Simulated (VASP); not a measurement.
# Si2P3: single point with PBE

Si2P3:

```xyz
5
Lattice="2.6005 -2.4520 0.3047 2.6005 2.4520 0.3047 -0.7113 0.0000 6.2327" Properties=species:S:1:pos:R:3 pbc="T T T"
Si    0.5017    0.0000    5.0729
Si    3.9881    0.0000    1.7693
P     3.4068    0.0000    5.5496
P     1.0829    0.0000    1.2926
P     2.2449    0.0000    3.4211
```

The cell was generated, and may not be a known phase.

```
Program                : VASP 6.6.1
Task                   : single point
Functional             : PBE
Potentials or basis    : VASP PAW PBE potentials, release 64 (Si, P)
Cutoff                 : 520 eV
k mesh                 : 6 × 6 × 4
Occupations            : gaussian, width 0.1 eV
Spin                   : no spin polarisation
Dipole correction      : no
Further INCAR settings : ALGO = Normal; EDIFF = 1e-06; NBANDS = 20
```

```json
{
 "Pressure": "-0.2 GPa",
 "Largest force": "0.016 eV/Å",
 "Band gap on the k mesh": "zero (an odd number of electrons rules out a gap without spin polarisation)"
}
```

Forces on the atoms (eV/Å):
```
Si  -0.014  0.000  0.006
Si   0.014  0.000 -0.006
P   -0.002  0.000 -0.013
P    0.002  0.000  0.013
P    0.000  0.000  0.000
```

Levels at points of the mesh, in eV from the Fermi level:
| k point | band 10 | band 11 | band 12 | band 13 | band 14 | band 15 |
| --- | --- | --- | --- | --- | --- | --- |
| (0.00, 0.00, 0.00) | -2.18 | -0.89 | -0.84 | 0.18 | 2.84 | 2.85 |
| (0.50, 0.00, 0.00) | -0.82 | -0.40 | 0.44 | 1.25 | 1.52 | 2.23 |
| (0.50, 0.50, 0.00) | -5.00 | -2.09 | -1.97 | 2.90 | 3.25 | 3.28 |
| (0.00, 0.00, 0.50) | -2.02 | -0.66 | 0.71 | 1.22 | 2.37 | 3.00 |
| (0.50, 0.00, 0.50) | -1.31 | -0.91 | 0.57 | 1.04 | 1.11 | 1.28 |
| (0.50, 0.50, 0.50) | -2.55 | -1.67 | -1.60 | -0.34 | 0.87 | 1.72 |

It took 73 s on 1 thread of Oxide Virtual Turin-like Processor (shared host), peak memory 0.18 GiB.
